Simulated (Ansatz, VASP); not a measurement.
## TaN in VASP and in Ansatz

```xyz
2
Lattice="0.0000 2.1790 2.1790 2.1790 0.0000 2.1790 2.1790 2.1790 0.0000" Properties=species:S:1:pos:R:3 pbc="T T T"
Ta    2.1790    2.1790    2.1790
N     0.0000    0.0000    0.0000
```

Alike in both runs: task single point; functional LDA; k mesh 8 × 8 × 8; occupations gaussian, width 0.05 eV; non-collinear spin, spin-orbit coupling.

|  | VASP | Ansatz |
| --- | --- | --- |
| version | VASP 6.6.1 | Ansatz 0.2.0 |
| potentials or method | VASP PAW LDA potentials, release 64 (Ta_pv, N), cutoff 600 eV | plane waves, PAW |
| valence electrons in the cell | 16 | 18 |

```tsv
	VASP	Ansatz	Ansatz less VASP
pressure (GPa)	0.3	-2.4	-2.76
net moment per atom (μB)	0.00	0.00	0.000
```

LDA's correlation is that of Perdew and Zunger in VASP and of Perdew and Wang (1992) in Ansatz. VASP's potentials hold 16 valence electrons a cell and Ansatz's 18, so a difference there can come from the potentials and not from the codes.
